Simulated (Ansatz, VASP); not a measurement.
# C: VASP beside Ansatz

```xyz
2
Lattice="0.0000 1.7835 1.7835 1.7835 0.0000 1.7835 1.7835 1.7835 0.0000" Properties=species:S:1:pos:R:3 pbc="T T T"
C     0.0000    0.0000    0.0000
C     0.8918    0.8918    0.8918
```

Alike in both runs: task relaxation of cell and atoms; functional r2SCAN; k mesh 10 × 10 × 10; no spin polarisation.

|  | VASP | Ansatz |
| --- | --- | --- |
| version | VASP 6.6.1 | Ansatz 0.2.0 |
| potentials or method | VASP PAW PBE potentials, release 64 (C) | scalar-relativistic, plane waves, PAW |
| plane-wave cutoff (eV) | 600 | 500 |
| occupations | gaussian, width 0.01 eV | fixed |
| valence electrons in the cell | 8 | 8 |

Ansatz gave:

* gap on the k mesh at the Fermi level, each at its own relaxed structure (eV): 4.41
* relaxed volume (Å³/atom): 5.64
* relaxed cell length with the largest relative difference (Å): 2.518

**Question.** What did VASP give for the same quantities?

**Answer.** gap on the k mesh at the Fermi level, each at its own relaxed structure (eV): 4.38; relaxed volume (Å³/atom): 5.65; relaxed cell length with the largest relative difference (Å): 2.518.

VASP's potentials were made for PBE, not for r2SCAN.
